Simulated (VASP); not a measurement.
# Zn (Pm-3m) in VASP: further runs

The runs below take Zn through density of states, with PBE.

Program: VASP 6.6.1. These are calculated values, not measurements. Logs are shortened: lines on timing, memory, paths and dates and some standing lists are left out, and cuts for length are marked.

### Step 1. The cell of the first run

Symmetry: Pm-3m, No. 221, cubic system. The conventional cell has a = 2.335 Å, b = 2.335 Å, c = 2.335 Å, α = 90.00°, β = 90.00°, γ = 90.00°. Zn (site symmetry m-3m) has 6 Zn at 2.33 Å within 3.1 Å.

### Step 2. Density of states, PBE (volume scaled by 0.7)

Input file POSCAR:

```
Zn
1.0
    2.3347375317      0.0000000000      0.0000000000
    0.0000000000      2.3347375317      0.0000000000
    0.0000000000      0.0000000000      2.3347375317
Zn
1
Direct
    0.0000000000      0.0000000000      0.0000000000
```

Input file INCAR.step1:

```
SYSTEM = Zn
PREC = Accurate
ENCUT = 520
EDIFF = 1E-6
ISMEAR = -1
SIGMA = 0.08
LREAL = .FALSE.
LASPH = .TRUE.
NELM = 80
ALGO = Normal
ISIF = 2
LWAVE = .FALSE.
LCHARG = .TRUE.
GGA = PE
NBANDS = 12
```

Input file KPOINTS.step1:

```
Automatic mesh
0
G
  17 17 17
  0 0 0
```

Input file INCAR.step2:

```
SYSTEM = Zn
PREC = Accurate
ENCUT = 520
EDIFF = 1E-6
ISMEAR = -5
SIGMA = 0.08
LREAL = .FALSE.
LASPH = .TRUE.
NELM = 80
ALGO = Normal
ISIF = 2
LWAVE = .FALSE.
LCHARG = .FALSE.
GGA = PE
LORBIT = 11
NBANDS = 12
NEDOS = 1001
ICHARG = 11
```

Input file KPOINTS.step2:

```
Automatic mesh
0
G
  26 26 26
  0 0 0
```

Potentials or basis: VASP PAW PBE potentials, release 64 (Zn).

The run is started by

```console
> cat potpaw_PBE.64/Zn/POTCAR > POTCAR
> cp INCAR.step1 INCAR
> cp KPOINTS.step1 KPOINTS
> mpirun -np 1 vasp_std > vasp.out
> cp INCAR.step2 INCAR
> cp KPOINTS.step2 KPOINTS
> mpirun -np 1 vasp_std > vasp.out
```

OUTCAR:

```text
SYSTEM = Zn
   PREC = Accurate
   ENCUT = 520
   EDIFF = 1E-6
   ISMEAR = -5
   LREAL = .FALSE.
   LASPH = .TRUE.
   NELM = 80
   ISIF = 2
   GGA = PE
   LORBIT = 11
   ICHARG = 11

 ion  position               nearest neighbor table
   1  0.000  0.000  0.000-

  LATTYP: Found a simple cubic cell.
 ALAT       =     2.3347375317

  Lattice vectors:

 A1 = (   2.3347375317,   0.0000000000,   0.0000000000)
 A2 = (   0.0000000000,   2.3347375317,   0.0000000000)
 A3 = (   0.0000000000,   0.0000000000,   2.3347375317)

Analysis of symmetry for initial positions (statically):
=====================================================================
 Subroutine PRICEL returns:
 Original cell was already a primitive cell.

 Routine SETGRP: Setting up the symmetry group for a
 simple cubic supercell.

 Subroutine GETGRP returns: Found 48 space group operations
 (whereof 48 operations were pure point group operations)
 out of a pool of 48 trial point group operations.

The static configuration has the point symmetry O_h .

Analysis of symmetry for dynamics (positions and initial velocities):
=====================================================================
 Subroutine PRICEL returns:
 Original cell was already a primitive cell.

 Routine SETGRP: Setting up the symmetry group for a
 simple cubic supercell.

 Subroutine GETGRP returns: Found 48 space group operations
 (whereof 48 operations were pure point group operations)
 out of a pool of 48 trial point group operations.

The dynamic configuration has the point symmetry O_h .

 Subroutine INISYM returns: Found 48 space group operations
 (whereof 48 operations are pure point group operations),
 and found     1 'primitive' translations

----------------------------------------------------------------------------------------

                                     Primitive cell

  volume of cell :      12.7267

  direct lattice vectors                    reciprocal lattice vectors
     2.334737532  0.000000000  0.000000000     0.428313670  0.000000000  0.000000000
     0.000000000  2.334737532  0.000000000     0.000000000  0.428313670  0.000000000
     0.000000000  0.000000000  2.334737532     0.000000000  0.000000000  0.428313670

  length of vectors
     2.334737532  2.334737532  2.334737532     0.428313670  0.428313670  0.428313670

  position of ions in fractional coordinates (direct lattice)
[... 82 lines left out ...]
   NSW    =      0    number of steps for IOM
   IBRION =     -1    ionic relax: 0-MD 1-quasi-New 2-CG
   NFREE  =      0    steps in history (QN), initial steepest desc. (CG)
   ISIF   =      2    stress and relaxation
   ISYM   =      2    0-nonsym 1-usesym 2-fastsym
   POTIM  = 0.5000    time-step for ionic-motion
   TEBEG  =    0.0;   TEEND  =   0.0 temperature during run
   PSTRESS=    0.0 pullay stress
   NELECT =      12.0000    total number of electrons
   NUPDOWN=      -1.0000    fix difference up-down
   EMIN   =  10.00;   EMAX   =-10.00  energy-range for DOS
   EFERMI =   0.00;   METHOD = LEGACY
   ISMEAR =    -5;   SIGMA  =   0.08  broadening in eV -4-tet -1-fermi 0-gaus
   EFERMI_NEDOS =   21; number of points for ismear=-14 and -15
   IALGO  =     38    algorithm
   IMIX   =      4    mixing-type and parameters
     AMIX     =   0.40;   BMIX     =  1.00
     AMIX_MAG =   1.60;   BMIX_MAG =  1.00
  volume/ion in A,a.u.               =      12.73        85.88
  Fermi-wavevector in a.u.,A,eV,Ry     =   1.605328  3.033631 35.063286  2.577079
  Thomas-Fermi vector in A             =   2.701692
   LORBIT       =     11    0 simple, 1 ext, 2 COOP (PROOUT), +10 PAW based schemes
   GGA     = PE    functional components
   LHFCALC =     F    Hartree Fock is set to
   AEXX    =    0.0000 exact exchange contribution
   IVDW    =     0    specifies the selected vdW correction
   LEPSILON=     F    determine dielectric tensor
   LRPA    =     F    only Hartree local field effects (RPA)
 non-spin polarized calculation
 Fermi weights with tetrahedron method with Bloechl corrections
  energy-cutoff  :      520.00
  volume of cell :       12.73
 maximum number of plane-waves:       360
 NGX is ok and might be reduce to    18

 number of electron      11.9999965 magnetization

 Free energy of the ion-electron system (eV)
  ---------------------------------------------------
  ext. energy  EPLUGINS =         0.00000000
  ---------------------------------------------------
  free energy    TOTEN  =        -0.36286218 eV

  energy without entropy =       -0.36286218  energy(sigma->0) =       -0.36286218

 E-fermi :   4.3661     XC(G=0): -12.4461

 val. band max:        4.5191510062   @ k =   0.5000   0.3077   0.2308
 cond. band min:       4.2405993811   @ k =   0.5000   0.3462   0.1154
 fundamental gap:     -0.2785516251
 Fermi energy:         4.3661165738

 k-point     1 :       0.0000    0.0000    0.0000
  band No.  band energies     occupation
      1      -7.4169      2.00000
      2      -5.0557      2.00000
      3      -5.0557      2.00000
      4      -2.9130      2.00000
      5      -2.9130      2.00000
      6      -2.9130      2.00000
      7      19.7386      0.00000
      8      19.7386      0.00000
      9      19.7386      0.00000
     10      22.9845      0.00000
     11      22.9845      0.00000
     12      27.4070      0.00000
[... 331 lines left out ...]
 k-point    24 :       0.3846    0.0385    0.0000
  band No.  band energies     occupation
      1      -4.9973      2.00000
      2      -4.8231      2.00000
      3      -3.5277      2.00000
      4      -3.4771      2.00000
      5      -2.8730      2.00000
      6      -2.2128      2.00000
      7       4.6839      0.37346
      8      23.3247      0.00000
      9      24.5265      0.00000
     10      26.2311      0.00000
     11      27.6501      0.00000
     12      30.5604      0.00000

 [... further k-points ...]
[... 5 lines left out ...]
  --------------------------------------------------------------------------------------
  -------------------------------------------------------------------------------------
  Total        3.4885741      3.4885741      3.4885741      0.0000000     -0.0000000     -0.0000000
  in kB      439.1818025    439.1818025    439.1818025      0.0000000     -0.0000000     -0.0000000
  external PRESSURE =     439.1818025 kB  Pullay stress =       0.0000000 kB

 VOLUME and BASIS-vectors are now :
 -----------------------------------------------------------------------------
  energy-cutoff  :      520.00
  volume of cell :       12.73
      direct lattice vectors                 reciprocal lattice vectors
     2.334737532  0.000000000  0.000000000     0.428313670  0.000000000  0.000000000
     0.000000000  2.334737532  0.000000000     0.000000000  0.428313670  0.000000000
     0.000000000  0.000000000  2.334737532     0.000000000  0.000000000  0.428313670

 POSITION                                       TOTAL-FORCE (eV/Angst)
 -----------------------------------------------------------------------------------
      0.00000      0.00000      0.00000         0.000000      0.000000      0.000000
 -----------------------------------------------------------------------------------
    total drift:                               -0.000000      0.000000      0.000000

  FREE ENERGIE OF THE ION-ELECTRON SYSTEM (eV)
  ---------------------------------------------------
  free  energy   TOTEN  =        -0.3628621774 eV

  energy  without entropy=       -0.3628621774  energy(sigma->0) =       -0.36286218

 total charge

# of ion       s       p       d       tot
------------------------------------------
    1        0.748   0.579   9.750  11.078
```

OUTCAR.step1:

```text
SYSTEM = Zn
   PREC = Accurate
   ENCUT = 520
   EDIFF = 1E-6
   ISMEAR = -1
   LREAL = .FALSE.
[... 578 lines left out ...]
 -----------------------------------------------------------------------------------
      0.00000      0.00000      0.00000         0.000000      0.000000      0.000000
 -----------------------------------------------------------------------------------
    total drift:                               -0.000000      0.000000      0.000000

  FREE ENERGIE OF THE ION-ELECTRON SYSTEM (eV)
  ---------------------------------------------------
  free  energy   TOTEN  =        -0.3638269405 eV

  energy  without entropy=       -0.3582775560  energy(sigma->0) =       -0.36105225
```

It took 40 s on 1 thread of Intel Xeon 6975P-C, shared host; peak memory 0.2 GiB.

What came out:

* Valence electrons inside the program's atomic spheres: Zn 11.08

Levels at points of the mesh, in eV from the Fermi level:
```csv
k point,band 2,band 3,band 4,band 5,band 6,band 7,band 8,band 9,band 10,band 11
"(0.00, 0.00, 0.00)",-9.42,-9.42,-7.28,-7.28,-7.28,15.37,15.37,15.37,18.62,18.62
"(0.50, 0.00, 0.00)",-9.17,-7.92,-7.92,-7.22,-4.54,-2.59,21.94,21.94,22.46,23.44
"(0.50, 0.50, 0.00)",-8.85,-7.80,-7.80,-6.79,1.20,1.20,5.01,6.86,28.54,28.54
"(0.50, 0.50, 0.50)",-9.03,-9.03,-6.75,-6.75,7.07,7.07,7.07,11.69,12.61,12.61
```

Caveat: the cell differs from its parent crystal (volume scaled by 0.7); tetrahedron occupations give inexact forces and stress in metals.

### Step 3. Density of states, PBE

This run uses another cell than the first one, of 18.18 Å³/atom, 1.429 times its volume.

Input file POSCAR:

```
Zn
1.0
    2.6294931965      0.0000000000      0.0000000000
    0.0000000000      2.6294931965      0.0000000000
    0.0000000000      0.0000000000      2.6294931965
Zn
1
Direct
    0.0000000000      0.0000000000      0.0000000000
```

Input file INCAR.step1:

```
ALGO     = Normal         # electronic algorithm
EDIFF    = 1E-6           # SCF threshold, eV
ENCUT    = 520            # plane-wave cutoff, eV
GGA      = PE             # functional
ISIF     = 2              # what is computed and relaxed
ISMEAR   = -1             # smearing method
LASPH    = True           # aspherical terms in the spheres
LCHARG   = True           # write CHGCAR
LREAL    = False          # projectors in reciprocal space
LWAVE    = False          # write WAVECAR
NBANDS   = 12             # bands
NELM     = 100            # most SCF steps
PREC     = Accurate       # precision mode
SIGMA    = 0.08           # smearing width, eV
```

Input file KPOINTS.step1:

```
k-points
0
Gamma
  17 17 17
```

Input file INCAR.step2:

```
ALGO     = Normal         # electronic algorithm
EDIFF    = 1E-6           # SCF threshold, eV
ENCUT    = 520            # plane-wave cutoff, eV
GGA      = PE             # functional
ICHARG   = 11             # starting density
ISIF     = 2              # what is computed and relaxed
ISMEAR   = -5             # smearing method
LASPH    = True           # aspherical terms in the spheres
LCHARG   = False          # write CHGCAR
LORBIT   = 10             # projections on sites
LREAL    = False          # projectors in reciprocal space
LWAVE    = False          # write WAVECAR
NEDOS    = 1001           # points of the DOS
NELM     = 100            # most SCF steps
PREC     = Accurate       # precision mode
SIGMA    = 0.08           # smearing width, eV
```

Input file KPOINTS.step2:

```
k-points
0
Gamma
  26 26 26
```

Potentials or basis: VASP PAW PBE potentials, release 64 (Zn).

The run is started by

```console
> cat potpaw_PBE.64/Zn/POTCAR > POTCAR
> cp INCAR.step1 INCAR
> cp KPOINTS.step1 KPOINTS
> mpirun -np 1 vasp_std > vasp.out
> cp INCAR.step2 INCAR
> cp KPOINTS.step2 KPOINTS
> mpirun -np 1 vasp_std > vasp.out
```

Run time: 40 s. Hardware: 1 thread of Intel Xeon 6975P-C, shared host; peak memory 0.22 GiB.

Results (log left out):

```
Valence electrons inside the program's atomic spheres : Zn 10.73
```

Levels at points of the mesh, in eV from the Fermi level:
```tsv
k point	band 4	band 5	band 6	band 7	band 8	band 9
(0.00, 0.00, 0.00)	-6.74	-6.74	-6.74	12.22	12.22	12.22
(0.50, 0.00, 0.00)	-7.08	-6.72	-2.90	-2.76	16.67	16.67
(0.50, 0.50, 0.00)	-7.02	-6.47	1.40	1.40	2.48	6.15
(0.50, 0.50, 0.50)	-6.45	-6.45	5.51	5.51	5.51	9.46
```

Caveat: tetrahedron occupations give inexact forces and stress in metals.

### Step 4. Density of states, PBE (volume scaled by 0.7)

Input file POSCAR:

```
Zn
1.0
    2.3347375317      0.0000000000      0.0000000000
    0.0000000000      2.3347375317      0.0000000000
    0.0000000000      0.0000000000      2.3347375317
Zn
1
Direct
    0.0000000000      0.0000000000      0.0000000000
```

Input file INCAR.step1:

```
ALGO = Normal
EDIFF = 1E-6
ENCUT = 520
GGA = PE
ISIF = 2
ISMEAR = -1
LASPH = True
LCHARG = True
LREAL = False
LWAVE = False
NBANDS = 12
NELM = 100
PREC = Accurate
SIGMA = 0.08
```

KPOINTS.step1 is that of step 3.

Input file INCAR.step2:

```
ALGO = Normal
EDIFF = 1E-6
ENCUT = 520
GGA = PE
ICHARG = 11
ISIF = 2
ISMEAR = -5
LASPH = True
LCHARG = False
LORBIT = 11
LREAL = False
LWAVE = False
NEDOS = 1001
NELM = 100
PREC = Accurate
SIGMA = 0.08
```

KPOINTS.step2 is that of step 3.

The run is started by

```console
> cat potpaw_PBE.64/Zn/POTCAR > POTCAR
> cp INCAR.step1 INCAR
> cp KPOINTS.step1 KPOINTS
> mpirun -np 1 vasp_std > vasp.out
> cp INCAR.step2 INCAR
> cp KPOINTS.step2 KPOINTS
> mpirun -np 1 vasp_std > vasp.out
```

It took 73 s on 1 thread of AMD EPYC 7R13, shared host; peak memory 0.16 GiB.

Results (log left out):

* Valence electrons inside the program's atomic spheres: Zn 11.08

Levels at points of the mesh, in eV from the Fermi level:
| k point | band 3 | band 4 | band 5 | band 6 | band 7 | band 8 | band 9 | band 10 |
| --- | --- | --- | --- | --- | --- | --- | --- | --- |
| (0.00, 0.00, 0.00) | -9.42 | -7.28 | -7.28 | -7.28 | 15.37 | 15.37 | 15.37 | 18.62 |
| (0.50, 0.00, 0.00) | -7.92 | -7.92 | -7.22 | -4.54 | -2.59 | 21.94 | 21.94 | 22.46 |
| (0.50, 0.50, 0.00) | -7.80 | -7.80 | -6.79 | 1.20 | 1.20 | 5.01 | 6.86 | 28.55 |
| (0.50, 0.50, 0.50) | -9.03 | -6.75 | -6.75 | 7.07 | 7.07 | 7.07 | 11.69 | 12.61 |

Caveat: the cell differs from its parent crystal (volume scaled by 0.7); tetrahedron occupations give inexact forces and stress in metals.
